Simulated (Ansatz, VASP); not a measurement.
**One calculation of SnGe3Te4, two programs**

```
Sn Ge Te
1.0
     4.30658    2.48641    3.72678
    -4.30658    2.48641    3.72678
     0.00000   -4.97281    3.72678
Sn Ge Te
1 3 4
Cartesian
  0.0000 0.0000 0.0170
  -2.1537 -1.2434 3.9539
  0.0000 2.4869 3.9539
  2.1537 -1.2434 3.9539
  -2.1157 -1.2215 9.1363
  0.0000 0.0000 5.4021
  0.0000 2.4430 9.1363
  2.1157 -1.2215 9.1363
```

Change from the starting cell: the structure that the rattled cell fell into.

Alike in both runs: functional PBE; k mesh 6 × 6 × 6; occupations gaussian, width 0.02 eV; no spin polarisation.

Ansatz relaxed the structure, and its values are those at the end. VASP's run is a single point on that final structure, the one shown.

|  | VASP | Ansatz |
| --- | --- | --- |
| version | VASP 6.6.1 | Ansatz 0.2.0 |
| potentials or method | VASP PAW PBE potentials, release 64 (Sn_d, Ge_d, Te), cutoff 520 eV | scalar-relativistic, plane waves, PAW |
| valence electrons in the cell | 80 | 120 |

Ansatz gave:

* gap on the k mesh at the Fermi level (eV): 0.13
* least direct gap on the mesh (eV): 0.13
* pressure (GPa): 0.0
* rms of the force components (eV/Å): 0.004

Question: Estimate VASP's values.

Answer: gap on the k mesh at the Fermi level (eV): 0.13; least direct gap on the mesh (eV): 0.13; pressure (GPa): 0.0; rms of the force components (eV/Å): 0.003.

VASP's potentials hold 80 valence electrons a cell and Ansatz's 120, so a difference there can come from the potentials and not from the codes.

Spin-orbit coupling is off throughout.
